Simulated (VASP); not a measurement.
# Ni: single point with PBEsol

The system is Ni.

```
CELL_PARAMETERS angstrom
0.00000 1.73151 1.73151
1.73151 0.00000 1.73151
1.73151 1.73151 0.00000
ATOMIC_POSITIONS crystal
Ni 0.00000 0.00000 0.00000
```

* Program: VASP 6.6.1
* Task: single point
* Functional: PBEsol
* Potentials or basis: VASP PAW PBE potentials, release 64 (Ni)
* Cutoff: 520 eV
* k mesh: 20 × 20 × 20
* Occupations: gaussian, width 0.1 eV
* Spin: collinear spin, ferromagnetic start
* Starting moments: [0.81] μB
* Dipole correction: no
* Further INCAR settings: ALGO = Normal; EDIFF = 1e-07; NBANDS = 15

The pressure is 0.0 GPa, the net moment is 0.62 μB per cell and the site moments are Ni +0.63 μB. The valence electrons inside the program's atomic spheres are Ni 9.40.

Levels at points of the mesh, in eV from the Fermi level:
Spin up:
```tsv
k point	band 2	band 3	band 4	band 5	band 6	band 7	band 8	band 9
(0.00, 0.00, 0.00)	-2.55	-2.55	-2.55	-1.30	-1.30	24.09	28.30	28.30
(0.50, 0.00, 0.00)	-2.54	-2.54	-0.58	-0.58	-0.43	5.98	22.56	25.43
(0.50, 0.50, 0.00)	-4.45	-0.54	-0.43	-0.43	2.42	9.62	15.20	15.20
```
Spin down:
| k point | band 3 | band 4 | band 5 | band 6 | band 7 | band 8 |
| --- | --- | --- | --- | --- | --- | --- |
| (0.00, 0.00, 0.00) | -1.83 | -1.83 | -0.69 | -0.69 | 23.99 | 28.30 |
| (0.50, 0.00, 0.00) | -1.93 | -0.46 | 0.16 | 0.16 | 6.40 | 22.46 |
| (0.50, 0.50, 0.00) | 0.10 | 0.39 | 0.39 | 2.41 | 9.89 | 15.23 |

Wall time 59 s on 1 thread of Intel Xeon 6975P-C, on a shared host, peak memory 0.17 GiB.

Caveat: the PAW data sets were made with another functional, which shifts forces and pressure a little.
